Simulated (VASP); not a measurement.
A run of VASP 6.6.1:

INCAR

```
SYSTEM = Al
PREC = Accurate ; ENCUT = 520
EDIFF = 1E-6 ; ISMEAR = 0
SIGMA = 0.1 ; LREAL = .FALSE.
LASPH = .TRUE. ; NELM = 60
ALGO = Normal ; ISIF = 2
LWAVE = .FALSE. ; LCHARG = .TRUE.
GGA = PS ; LELF = .TRUE.
LVHAR = .TRUE. ; NBANDS = 8
```

KPOINTS

```
regular mesh
0
G
  15 15 15
  0 0 0
```

Contents of POSCAR:

```
Al
1.0
   -1.6058591081      1.6058591081      1.6058591081
    1.6058591081     -1.6058591081      1.6058591081
    1.6058591081      1.6058591081     -1.6058591081
Al
1
Direct
    0.0000000000      0.0000000000      0.0000000000
```

Potentials or basis: VASP PAW PBE potentials, release 64 (Al).

The run is started by

```bash
$ cat potpaw_PBE.64/Al/POTCAR > POTCAR
$ mpirun -np 1 vasp_std > vasp.out
```

Hardware: 1 thread of Intel(R) Xeon(R) Platinum 8375C CPU @ 2.90GHz (Ice Lake), on a shared host.

How long does it take, and how much memory?

Wall time 9.4 s on 1 thread of Intel(R) Xeon(R) Platinum 8375C CPU @ 2.90GHz (Ice Lake), with other jobs on the host, peak memory 0.14 GiB. Counts: scf iterations 9, k points 120.
